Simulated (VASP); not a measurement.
The system is Ta.

```
Ta
1.0
     2.25574   -3.82306    0.00000
     2.25574    3.82306    0.00000
     0.00000    0.00000    4.51749
Ta
4
Direct
  0.15250 0.84750 0.07850
  0.65250 0.34750 0.42150
  0.84750 0.15250 0.92150
  0.34750 0.65250 0.57850
```

| Quantity | Value |
| --- | --- |
| Program | VASP 6.6.1 |
| Task | relaxation of cell and atoms |
| Functional | PBEsol |
| Potentials or basis | VASP PAW PBE potentials, release 64 (Ta_pv) |
| Cutoff | 600 eV |
| k mesh | 4 × 4 × 4 |
| Occupations | gaussian, width 0.1 eV |
| Spin | no spin polarisation |

At the start: pressure 15.9 GPa; volume 19.48 Å³/atom.

Q: Where does the relaxation end?

A: Over 28 steps the energy falls by 1116.7 meV/atom and the volume is 18.41 Å³/atom (-5.5 %); space group Fmmm (No. 69, to 0.05 Å).

Step by step:
| step | energy change (eV) | largest force (eV/Å) | pressure (GPa) | volume (Å³) |
| --- | --- | --- | --- | --- |
| 1 | 0.0000 | 2.1104 | 15.95 | 77.92 |
| 2 | -0.2918 | 0.4766 | -14.17 | 101.31 |
| 3 | -0.9552 | 0.4277 | -4.03 | 89.26 |
| 4 | -0.9574 | 0.4448 | -3.45 | 88.78 |
| 5 | -1.0519 | 1.1612 | 3.76 | 85.09 |
| 6 | -1.0622 | 0.8866 | 1.89 | 85.95 |
| 7 | -1.2109 | 0.9446 | 0.92 | 86.06 |
| 8 | -1.8097 | 1.5611 | -2.54 | 85.69 |
| 9 | -3.5103 | 0.9060 | -7.48 | 81.88 |
| 10 | -3.3447 | 1.5538 | -8.26 | 82.96 |
| 11 | -3.4962 | 1.0664 | -7.85 | 82.17 |
| 12 | -3.5434 | 0.8578 | -7.10 | 81.44 |
| 13 | -3.5515 | 0.8149 | -6.58 | 81.03 |
| 14 | -3.6208 | 0.8973 | -5.62 | 80.31 |
| 15 | -3.8051 | 1.1618 | -2.42 | 78.17 |
| 16 | -4.0273 | 1.6430 | 5.76 | 73.93 |
| 17 | -4.0370 | 1.8035 | 9.91 | 72.22 |
| 18 | -4.1137 | 1.6246 | 9.43 | 72.07 |
| 19 | -4.2454 | 1.1064 | 8.53 | 71.57 |
| 20 | -4.2531 | 0.7747 | 8.47 | 71.36 |
| 21 | -4.3436 | 0.4994 | 4.71 | 72.47 |
| 22 | -4.4148 | 0.0344 | -2.09 | 74.73 |
| 23 | -4.4296 | 0.0348 | -1.56 | 74.47 |
| 24 | -4.4490 | 0.2142 | 0.24 | 73.72 |
| 25 | -4.4500 | 0.2791 | 0.73 | 73.55 |
| 26 | -4.4560 | 0.2391 | 0.35 | 73.67 |
| 27 | -4.4654 | 0.0255 | -0.88 | 74.04 |
| 28 | -4.4670 | 0.0081 | 0.03 | 73.65 |

Final structure:
```xyz
4
Lattice="2.3460 -5.0000 0.0000 2.3460 5.0000 0.0000 0.0000 0.0000 3.1394" Properties=species:S:1:pos:R:3 pbc="T T T"
Ta    2.3460    3.6475    0.0004
Ta    2.3460   -1.3525    1.5692
Ta    2.3460   -3.6475    3.1389
Ta    2.3460    1.3525    1.5701
```

Caveat: the k points lie up to 0.50 Å⁻¹ apart in the final cell; the PAW data sets were made with another functional, which shifts forces and pressure a little.
